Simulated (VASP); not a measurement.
Wanted: the native input for a VASP 6.6.1 run.

```yaml
Task: single point
Functional: PBE
Potentials_or_basis: VASP PAW PBE potentials, release 64 (Al, N, F)
Cutoff: 520 eV
k_mesh: 1 × 1 × 1, shifted
Occupations: fermi-dirac, width 0.01 eV
Spin: collinear spin
Fixed_moment: 1 μB
Dipole_correction: no
Further_INCAR_settings: LREAL = Auto; ALGO = Normal; EDIFF = 1e-06; NBANDS = 94; ISYM = -1
```

The structure of Al16N16F (a cell with a defect) lies in POSCAR:

```
Al16N16F
1.0
    6.2595139128      0.0000000578      0.0000000000
   -3.1297570064      5.4208980350      0.0000000000
    0.0000000000      0.0000000000     10.0348065929
Al N F
16 16 1
Direct
    0.3328895561      0.1713403032      0.2519740538
    0.1679476025      0.3314318618      0.5026785381
    0.3328129796      0.1666517929      0.7506245745
    0.1661863127      0.3396930416      0.9974750140
    0.3313358835      0.6636097869      0.2522499341
    0.1655554048      0.8330230552      0.5028177493
    0.3308544143      0.6660147625      0.7478456130
    0.1643111874      0.8368622886      0.9940237980
    0.8363490143      0.1630333003      0.2492918277
    0.6672933628      0.3294559764      0.5072491155
    0.8332452367      0.1653933781      0.7518656011
    0.6653304398      0.3354247225      1.0012844974
    0.8266283704      0.6653073609      0.2523940877
    0.6659187883      0.8300070278      0.5024841313
    0.8319947857      0.6656690269      0.7507625973
    0.6600920816      0.8342432388      0.9967857785
    0.3445266920      0.1728225626      0.4480985637
    0.1753152255      0.3492228214      0.1826132760
    0.3316527150      0.1721388188      0.9395521933
    0.1667480005      0.3309288575      0.6915167712
    0.3309716819      0.6662263937      0.4420700358
    0.1795070654      0.8303342832      0.1820381003
    0.3286560878      0.6707482488      0.9348319246
    0.1661938604      0.8322318827      0.6918281326
    0.8301494140      0.1678104823      0.4457761881
    0.6690231584      0.3330713040      0.1911005847
    0.8303566808      0.1698780102      0.9401406134
    0.6680925402      0.3302905269      0.6957364874
    0.8249388391      0.6527181455      0.4486557274
    0.6476516385      0.8259754549      0.1821743012
    0.8288127500      0.6697523838      0.9398703103
    0.6665296872      0.8310003229      0.6918315603
    0.0015017294     -0.0091936965      0.3081188662
```

These files were run (other wordings do the same):

INCAR

```
  PREC = Accurate
  ENCUT = 520
  EDIFF = 1E-6
  ISMEAR = -1
  SIGMA = 0.01
  LREAL = Auto
  LASPH = True
  NELM = 200
  ALGO = Normal
  ISIF = 2
  LWAVE = False
  LCHARG = False
  ISPIN = 2
  MAGMOM = 0 0 0 0 0 0 0 0 0 0 0 0 0 0 0 0 0.02 0.04 0.02 0.01 0 0.28 0.05 0 0.08 0.02 0.01 0.04 0.04 0.1 0.01 0.02 0.12
  LORBIT = 11
  NUPDOWN = 1.0
  GGA = PE
  NBANDS = 94
  GGA_COMPAT = False
  ISYM = -1
```

KPOINTS

```
explicit points
1
Reciprocal
  0.25000000   0.25000000   0.25000000 1
```

Potentials or basis: VASP PAW PBE potentials, release 64 (Al, N, F).

Command:

```bash
$ cat potpaw_PBE.64/Al/POTCAR potpaw_PBE.64/N/POTCAR potpaw_PBE.64/F/POTCAR > POTCAR
$ mpirun -np 1 vasp_std > vasp.out
```

It gave:

```yaml
Pressure: 4.6 GPa
Largest_force: 0.035 eV/Å
Net_moment: 1.00 μB per cell
Site_moments: Al -0.00, +0.00, +0.01 (each value once); N +0.02, +0.04, +0.01, +0.00, +0.24, +0.07, +0.03, +0.08 (each value once); F +0.11 μB
Valence_electrons_inside_the_program's_atomic_spheres: Al 0.76, 0.81, 0.84, 0.80, 0.82, 0.86, 0.75 (each value once); N 3.85, 3.86, 3.84, 3.83, 3.79 (each value once); F 6.23
```

Caveat: the total moment is fixed, so each spin has its own Fermi level and the state may be an excited one.

Run time: 100 s on 1 thread of Intel(R) Xeon(R) 6975P-C (Granite Rapids) (shared host), peak memory 0.57 GiB.
